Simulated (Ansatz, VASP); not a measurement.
**Mg2C in VASP and in Ansatz**

POSCAR

```
Mg2C
1.0
    0.0000000000      2.6835574819      2.6835574819
    2.6835574819      0.0000000000      2.6835574819
    2.6835574819      2.6835574819      0.0000000000
C Mg
1 2
Direct
    0.0000000000      0.0000000000      0.0000000000
    0.2500000000      0.2500000000      0.2500000000
    0.7500000000      0.7500000000      0.7500000000
```

File INCAR.step1:

```
PREC = Accurate
ENCUT = 520
ISMEAR = 0
SIGMA = 0.01
LREAL = False
LASPH = True
NELM = 100
NBANDS = 11
GGA = PE
ALGO = Normal
EDIFF = 1E-4
LWAVE = True
LCHARG = False
```

The input INCAR.step2:

```
PREC = Accurate
ENCUT = 520
EDIFF = 1E-7
ISMEAR = 0
SIGMA = 0.01
LREAL = False
LASPH = True
NELM = 100
ALGO = Normal
ISIF = 2
LWAVE = False
LCHARG = False
METAGGA = R2SCAN
LMIXTAU = True
NBANDS = 11
ISTART = 1
```

KPOINTS

```
regular mesh
0
Gamma
  6 6 6
```

Input for Ansatz:

```yaml
crystal:
  lattice:
    - [0.0, 2.6835574819, 2.6835574819]
    - [2.6835574819, 0.0, 2.6835574819]
    - [2.6835574819, 2.6835574819, 0.0]
  atoms:
    - { symbol: C, position: [0.0, 0.0, 0.0] }
    - { symbol: Mg, position: [0.25, 0.25, 0.25] }
    - { symbol: Mg, position: [0.75, 0.75, 0.75] }
kpoints:
  mp_grid: { grid: [6, 6, 6] }
hamiltonian:
  xc: r2scan
scf:
  occupations: { method: fixed }
  n_extra_bands: 4
output:
  forces: true
  stress: true
  eigenvalues: true
```

Alike in both runs: task single point; functional r2SCAN; k mesh 6 × 6 × 6; no spin polarisation.

|  | VASP | Ansatz |
| --- | --- | --- |
| version | VASP 6.6.1 | Ansatz 0.2.0 |
| potentials or method | VASP PAW PBE potentials, release 64 (C, Mg) | plane waves, PAW |
| plane-wave cutoff (eV) | 520 | 500 |
| occupations | gaussian, width 0.01 eV | fixed |
| valence electrons in the cell | 8 | 24 |

Ansatz gave:

```
gap on the k mesh at the Fermi level (eV) : 1.12
pressure (GPa)                            : 3.2
```

Problem. What did VASP give for the same quantities?

Solution. gap on the k mesh at the Fermi level (eV): 1.11; pressure (GPa): 2.8.

VASP's potentials were made for PBE, not for r2SCAN. VASP's potentials hold 8 valence electrons a cell and Ansatz's 24, so a difference there can come from the potentials and not from the codes.
